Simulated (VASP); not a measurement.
Set up this calculation in VASP 6.6.1, as the native input.

```
Task                   : single point
Functional             : PBE
Potentials or basis    : VASP PAW PBE potentials, release 64 (Tc_pv)
Cutoff                 : 520 eV
k mesh                 : 8 × 8 × 4
Occupations            : fermi-dirac, width 0.08 eV
Spin                   : no spin polarisation
Dipole correction      : no
Further INCAR settings : ALGO = Normal; EDIFF = 1e-06; NBANDS = 20
```

The structure of Tc lies in POSCAR:

```
Tc
1.0
    2.7400001704      0.0000000000      0.0000000000
   -1.3700000852      2.3729097540      0.0000000000
    0.0000000000      0.0000000000      4.3980000000
Tc
2
Direct
    0.3333333333      0.6666666667      0.2500000000
    0.6666666667      0.3333333333      0.7500000000
```

The input as run:

INCAR

```
SYSTEM = Tc
  ALGO = Normal
  EDIFF = 1E-6
  ENCUT = 520
  GGA = PE
  ISIF = 2
  ISMEAR = -1
  LASPH = .TRUE.
  LCHARG = .TRUE.
  LELF = .TRUE.
  LREAL = .FALSE.
  LVHAR = .TRUE.
  LWAVE = .FALSE.
  NBANDS = 20
  NELM = 100
  PREC = Accurate
  SIGMA = 0.08
```

KPOINTS

```
k-points
0
G
  8 8 4
  0 0 0
```

Potentials or basis: VASP PAW PBE potentials, release 64 (Tc_pv).

Launch:

```bash
$ cat potpaw_PBE.64/Tc_pv/POTCAR > POTCAR
$ mpirun -np 1 vasp_std > vasp.out
```

Results of the run:

```json
{
  "Pressure": "1.8 GPa",
  "Band gap on the k mesh": "zero (bands 13 and 14 overlap by 3.35 eV)"
}
```

Wall time 9.3 s on 1 thread of AMD EPYC 9R45 96-Core Processor (Zen 5), with other jobs on the host, peak memory 0.11 GiB.
